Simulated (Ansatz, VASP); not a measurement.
## One calculation of TiCo, two programs

File INCAR:

```
PREC = Accurate ; ENCUT = 600
EDIFF = 1E-6 ; ISMEAR = -1
SIGMA = 0.05 ; LREAL = False
LASPH = True ; NELM = 200
ALGO = Normal ; ISIF = 2
LWAVE = False ; LCHARG = False
ISPIN = 2 ; MAGMOM = 1 0.5
LORBIT = 11 ; NUPDOWN = 1.5
LMAXMIX = 4 ; GGA = PS
NBANDS = 26 ; GGA_COMPAT = False
```

KPOINTS

```
regular mesh
0
Gamma
  8 8 8
```

File POSCAR:

```
TiCo
1.0
    2.9861109900      0.0000000000      0.0000000000
    0.0000000000      2.9861109900      0.0000000000
    0.0000000000      0.0000000000      2.9861109900
Co Ti
1 1
Direct
    0.5000000000      0.5000000000      0.5000000000
    0.0000000000      0.0000000000      0.0000000000
```

File input.yaml:

```yaml
crystal:
  lattice:
    - [2.98611099, 0.0, 0.0]
    - [0.0, 2.98611099, 0.0]
    - [0.0, 0.0, 2.98611099]
  atoms:
    - { symbol: Co, position: [0.5, 0.5, 0.5], spin: 1.0 }
    - { symbol: Ti, position: [0.0, 0.0, 0.0], spin: 0.5 }
hamiltonian:
  xc: pbesol
  pseudopotentials: { kind: paw }
magnetization:
  spin_polarized: true
  initial_magnetization: 1.5
  spin_locking: { lock_magnetization: hard }
kpoints:
  mp_grid: { grid: [8, 8, 8] }
scf:
  occupations: { method: fermi_dirac, width: 0.05 }
  lower_state_search: "off"
output:
  forces: true
  stress: true
  eigenvalues: true
  write_density: true
  write_potential: true
  elf: true
  volumetric_format: npy
```

Alike in both runs: task single point; functional PBEsol; k mesh 8 × 8 × 8; occupations fermi-dirac, width 0.05 eV; collinear spin; fixed moment 1.5 μB.

|  | VASP | Ansatz |
| --- | --- | --- |
| version | VASP 6.6.1 | Ansatz 0.2.0 |
| potentials or method | VASP PAW PBE potentials, release 64 (Co_sv, Ti_sv) | Ansatz PAW |
| plane-wave cutoff (eV) | 600 | 420 |
| valence electrons in the cell | 29 | 29 |

VASP gave:

- pressure (GPa): -7.1
- net moment per atom (μB): 0.75
- size of the moment on the site where the two differ most (μB): 1.14

Question: Which values does Ansatz return?

Answer: Pressure (GPa): -5.2; net moment per atom (μB): 0.75; size of the moment on the site where the two differ most (μB): 1.19.

VASP's potentials were made for PBE, not for PBEsol. Site moments also hang on the region over which each program counts them.
